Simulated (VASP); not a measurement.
NaI:

```
Na I
1.0
     0.00000    3.23640    3.23640
     3.23640    0.00000    3.23640
     3.23640    3.23640    0.00000
Na I
1 1
Direct
  0.00082 0.98280 0.03443
  0.44281 0.53402 0.50659
```

```yaml
Program: VASP 6.6.1
Task: relaxation of the atoms
Functional: PBE
Potentials_or_basis: VASP PAW PBE potentials, release 64 (Na_pv, I)
Cutoff: 520 eV
k_mesh: 4 × 4 × 4
Occupations: gaussian, width 0.01 eV
Spin: no spin polarisation
```

At the start: pressure 1.0 GPa; volume 33.90 Å³/atom.

Problem. Where does the relaxation end?

Solution. Over 7 steps the energy falls by 21.0 meV/atom at a fixed cell; space group Cm (No. 8, to 0.1 Å) before, Fm-3m (No. 225, to 0.1 Å).

The path:
```tsv
step	energy change (eV)	largest force (eV/Å)	pressure (GPa)
1	0.0000	0.3275	0.96
2	-0.0095	0.2776	0.84
3	-0.0298	0.1560	0.60
4	-0.0415	0.0345	0.51
5	-0.0418	0.0230	0.48
6	-0.0418	0.0234	0.49
7	-0.0419	0.0176	0.48
```

Final structure:
```
Na I
1.0
     0.00000    3.23640    3.23640
     3.23640    0.00000    3.23640
     3.23640    3.23640    0.00000
Na I
1 1
Direct
  0.97380 0.00735 0.01857
  0.46983 0.50947 0.52246
```

Caveat: the k points lie up to 0.42 Å⁻¹ apart.
